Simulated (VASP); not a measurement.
Write the native input for VASP 6.6.1 that does the following.

```
Task                   : single point
Functional             : PBE
Potentials or basis    : VASP PAW PBE potentials, release 64 (Cu, Au)
Cutoff                 : 520 eV
k mesh                 : 14 × 14 × 12
Occupations            : gaussian, width 0.1 eV
Spin                   : no spin polarisation
Dipole correction      : no
Further INCAR settings : ALGO = Normal; EDIFF = 1e-07; NBANDS = 18
```

The structure of CuAu lies in POSCAR:

```
CuAu
1.0
    2.8920325341      0.0000000000      0.0000000000
    0.0000000000      2.8920325341      0.0000000000
    0.0000000000      0.0000000000      3.5876028847
Cu Au
1 1
Direct
    0.5000000000      0.5000000000      0.5000000000
    0.0000000000      0.0000000000      0.0000000000
```

The input as run:

INCAR

```
SYSTEM = CuAu
ALGO = Normal ; EDIFF = 1E-7
ENCUT = 520 ; GGA = PE
ISIF = 2 ; ISMEAR = 0
LASPH = .TRUE. ; LCHARG = .FALSE.
LREAL = .FALSE. ; LWAVE = .FALSE.
NBANDS = 18 ; NELM = 100
PREC = Accurate ; SIGMA = 0.1
```

KPOINTS

```
k-points
0
G
  14 14 12
  0 0 0
```

Potentials or basis: VASP PAW PBE potentials, release 64 (Cu, Au).

Launch:

```bash
$ cat potpaw_PBE.64/Cu/POTCAR potpaw_PBE.64/Au/POTCAR > POTCAR
$ mpirun -np 1 vasp_std > vasp.out
```

Results of the run:

- Pressure: 0.0 GPa
- Band gap on the k mesh: zero (band 11 reaches 13.29 eV, above the bottom of band 12 at 6.29 eV)

Caveat: spin-orbit coupling is left out, which moves the levels of the heavy elements.

Wall time 66 s on 1 thread of Intel(R) Xeon(R) Platinum 8488C (Sapphire Rapids), on a shared host, peak memory 0.26 GiB.
